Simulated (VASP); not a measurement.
## CdF2: single point with PBE

The system is CdF2.

```
Cd F
1.0
     3.85249    0.00000    0.00000
     0.00000    3.85249    0.00000
     0.00000    0.00000    5.55997
Cd F
1 2
Direct
  0.00000 0.00000 0.00000
  0.50000 0.00000 0.17129
  0.00000 0.50000 0.82871
```

This cell differs from its parent crystal: atoms taken out.

```
Program                : VASP 6.6.1
Task                   : single point
Functional             : PBE
Potentials or basis    : VASP PAW PBE potentials, release 64 (Cd, F)
Cutoff                 : 520 eV
k mesh                 : 4 × 4 × 4
Occupations            : gaussian, width 0.1 eV
Spin                   : no spin polarisation
Dipole correction      : no
Further INCAR settings : ALGO = Normal; EDIFF = 1e-06; NBANDS = 20
```

The pressure is 0.3 GPa. The largest force is 0.072 eV/Å and the band gap on the k mesh is 3.54 eV (least direct gap 3.59 eV).

Forces in eV/Å, atoms in the order of the input:
```
Cd   0.000  0.000  0.000
F    0.000  0.000  0.072
F    0.000  0.000 -0.072
```

Stress tensor (GPa, compression positive):
```
 0.48  0.00  0.00
 0.00  0.48  0.00
 0.00  0.00 -0.08
```

Levels at points of the mesh, in eV from the valence-band top:
```tsv
k point	band 10	band 11	band 12	band 13	band 14	band 15	band 16	band 17
(0.00, 0.00, 0.00)	-1.10	-0.21	-0.21	-0.05	3.54	8.25	10.06	13.02
(0.50, 0.00, 0.00)	-0.79	-0.59	-0.32	-0.05	5.82	8.18	9.78	11.95
(0.50, 0.50, 0.00)	-1.02	-0.64	-0.54	-0.52	7.86	9.11	9.11	11.71
(0.00, 0.00, 0.50)	-1.09	-0.22	-0.22	-0.16	4.13	6.63	12.52	13.24
(0.50, 0.00, 0.50)	-0.79	-0.54	-0.32	-0.02	6.04	8.42	8.90	10.16
(0.50, 0.50, 0.50)	-1.04	-0.68	-0.55	-0.51	8.02	9.60	9.60	10.05
```

Wall time 17 s on 1 thread of Intel(R) Xeon(R) 6975P-C (Granite Rapids) (shared host), peak memory 0.19 GiB.

Caveat: the cell differs from its parent crystal (atoms taken out). A k mesh can miss the band edges.
